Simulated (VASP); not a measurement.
Wanted: the native input for a VASP 6.6.1 run.

| Property | Result |
| --- | --- |
| Task | single point |
| Functional | PBEsol |
| Potentials or basis | VASP PAW PBE potentials, release 64 (Se, W_sv) |
| Cutoff | 520 eV |
| k mesh | 8 × 2 × 1 |
| Occupations | gaussian, width 0.05 eV |
| Spin | no spin polarisation |
| Dipole correction | yes |
| Further INCAR settings | LREAL = Auto; ALGO = Normal; EDIFF = 1e-07; NBANDS = 100; ISYM = 0 |

The structure of W3Se7 lies in POSCAR:

```
W3Se7
1.0
    3.2711503925      0.0000000000      0.0000000000
   -1.6355751962     13.5207768413      0.0000000000
    0.0000000000      0.0000000000     23.5498361009
Se W
14 6
Direct
    0.2093066358      0.4186132716      0.3184735540
    0.8345928058      0.6691856117      0.3286551806
    0.0882510926      0.1765021853      0.3482591397
    0.4775980698      0.9551961397      0.4164933500
    0.7312563566      0.4625127133      0.4360973092
    0.3565425267      0.7130850533      0.4462789357
    0.6102008135      0.2204016269      0.4658828949
    0.9995477906      0.9990955813      0.5341171051
    0.2532060775      0.5064121549      0.5537210643
    0.8784922475      0.7569844950      0.5639026908
    0.1321505343      0.2643010686      0.5835066500
    0.5214975115      0.0429950229      0.6517408603
    0.7751557983      0.5503115966      0.6713448194
    0.4004419683      0.8008839366      0.6815264460
    0.6560954378      0.3121908757      0.3725742653
    0.9097537246      0.8195074493      0.3921782245
    0.1780451587      0.3560903173      0.4901980204
    0.4317034455      0.8634068909      0.5098019796
    0.6999948795      0.3999897590      0.6078217755
    0.9536531663      0.9073063326      0.6274257347
```

The input as run:

INCAR

```
SYSTEM = W3Se7
PREC     = Accurate       ! precision mode
ENCUT    = 520            ! plane-wave cutoff, eV
EDIFF    = 1E-7           ! SCF threshold, eV
ISMEAR   = 0              ! smearing method
SIGMA    = 0.05           ! smearing width, eV
LREAL    = Auto         
LASPH    = .True.         ! aspherical terms in the spheres
NELM     = 80             ! most SCF steps
ALGO     = Normal         ! electronic algorithm
ISIF     = 2              ! what is computed and relaxed
LWAVE    = .False.        ! write WAVECAR
LCHARG   = .False.        ! write CHGCAR
LDIPOL   = .True.       
IDIPOL   = 3            
DIPOL    = 0.5 0.5 0.500
GGA      = PS             ! functional
ISYM     = 0            
NBANDS   = 100            ! bands
```

KPOINTS

```
regular mesh
0
Gamma
  8 2 1
  0 0 0
```

Potentials or basis: VASP PAW PBE potentials, release 64 (Se, W_sv).

Command:

```bash
$ cat potpaw_PBE.64/Se/POTCAR potpaw_PBE.64/W_sv/POTCAR > POTCAR
$ mpirun -np 1 vasp_std > vasp.out
```

Results of the run:

| Property | Result |
| --- | --- |
| Largest force | 2.701 eV/Å |
| Band gap on the k mesh | zero (bands 84 and 85 overlap by 0.15 eV) |

Caveat: the PAW data sets were made with another functional, which shifts forces and pressure a little; spin-orbit coupling is left out, which moves the levels of the heavy elements.

Run time: 33 min on 1 thread of Intel(R) Xeon(R) 6975P-C (Granite Rapids), on a shared host, peak memory 1.3 GiB.
